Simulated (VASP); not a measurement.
Input of a VASP 6.6.1 run:

Contents of INCAR:

```
PREC = Accurate ; ENCUT = 520
EDIFF = 1E-6 ; ISMEAR = 1
SIGMA = 0.1 ; LREAL = F
LASPH = T ; NELM = 100
ALGO = Normal ; ISIF = 2
LWAVE = F ; LCHARG = F
GGA = PS ; NBANDS = 18
```

The input KPOINTS:

```
regular mesh
0
Gamma
  9 9 6
```

POSCAR

```
PtS2
1.0
    3.5432000000      0.0000000000      0.0000000000
   -1.7716000000      3.0685000000      0.0000000000
    0.0000000000      0.0000000000      5.0388000000
Pt S
1 2
Direct
    0.0000000000      0.0000000000      0.0000000000
    0.3333333333      0.6666666667      0.2270000000
    0.6666666667      0.3333333333      0.7730000000
```

Potentials or basis: VASP PAW PBE potentials, release 64 (Pt, S).

Launch:

```console
$ cat potpaw_PBE.64/Pt/POTCAR potpaw_PBE.64/S/POTCAR > POTCAR
$ mpirun -np 1 vasp_std > vasp.out
```

Predict the pressure.

6.1 GPa.

What does it give for the band gap on the k mesh?

0.93 eV, indirect (least direct gap 1.06 eV).

Stress tensor (GPa, compression positive):
```
6.30 0.00 0.00
0.00 6.30 0.00
0.00 0.00 5.70
```

Caveat: the PAW data sets were made with another functional, which shifts forces and pressure a little; spin-orbit coupling is left out, which moves the levels of the heavy elements. A k mesh can miss the band edges.
